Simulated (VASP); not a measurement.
Wanted: the native input for a VASP 6.6.1 run.

```yaml
Task: single point
Functional: HSE06
Potentials_or_basis: VASP PAW PBE potentials, release 64 (Sr_sv, Ti_sv, O)
Cutoff: 520 eV
k_mesh: 4 × 4 × 4
Occupations: gaussian, width 0.01 eV
Spin: no spin polarisation
Dipole_correction: no
Grid_for_exact_exchange_PRECFOCK: Normal
Further_INCAR_settings: ALGO = Normal; EDIFF = 1e-06; NBANDS = 28
Share_of_exact_exchange: 0.25
Screening_parameter: 0.2079 1/Å
```

The system is SrTiO3.

```
Sr Ti O
1.0
     3.93642    0.00000    0.00000
     0.00000    3.93642    0.00000
     0.00000    0.00000    3.93642
Sr Ti O
1 1 3
Direct
  0.00000 0.00000 0.00000
  0.50000 0.50000 0.50000
  0.50000 0.00000 0.50000
  0.50000 0.50000 0.00000
  0.00000 0.50000 0.50000
```

The input as run:

POSCAR

```
SrTiO3
1.0
    3.9364226087      0.0000000000      0.0000000000
    0.0000000000      3.9364226087      0.0000000000
    0.0000000000      0.0000000000      3.9364226087
Sr Ti O
1 1 3
Direct
    0.0000000000      0.0000000000      0.0000000000
    0.5000000000      0.5000000000      0.5000000000
    0.5000000000      0.0000000000      0.5000000000
    0.5000000000      0.5000000000      0.0000000000
    0.0000000000      0.5000000000      0.5000000000
```

INCAR.step1

```
ALGO = Normal
EDIFF = 1E-5
ENCUT = 520
GGA = PE
GGA_COMPAT = False
ISIF = 2
ISMEAR = 0
LASPH = True
LCHARG = False
LREAL = False
LWAVE = True
NBANDS = 28
NELM = 120
PREC = Accurate
SIGMA = 0.01
```

INCAR.step2

```
ALGO = Normal
EDIFF = 1E-6
ENCUT = 520
GGA = PE
GGA_COMPAT = False
HFSCREEN = 0.2079
ISIF = 2
ISMEAR = 0
ISTART = 1
LASPH = True
LCHARG = False
LHFCALC = True
LREAL = False
LWAVE = False
NBANDS = 28
NELM = 120
PREC = Accurate
PRECFOCK = Normal
SIGMA = 0.01
```

KPOINTS

```
k-points
0
Gamma
  4 4 4
```

Potentials or basis: VASP PAW PBE potentials, release 64 (Sr_sv, Ti_sv, O).

Command:

```bash
$ cat potpaw_PBE.64/Sr_sv/POTCAR potpaw_PBE.64/Ti_sv/POTCAR potpaw_PBE.64/O/POTCAR > POTCAR
$ cp INCAR.step1 INCAR
$ mpirun -np 1 vasp_std > vasp.out
$ cp INCAR.step2 INCAR
$ mpirun -np 1 vasp_std > vasp.out
```

Results of the run:

| Quantity | Value |
| --- | --- |
| Pressure | -5.2 GPa |
| Band gap on the k mesh | 3.23 eV (least direct gap 3.62 eV) |

Caveat: the cell stands under tension; the PAW data sets were made with another functional, which shifts forces and pressure a little.

It took 30 min on 1 thread of Intel(R) Xeon(R) 6975P-C (Granite Rapids), on a shared host, peak memory 0.3 GiB.
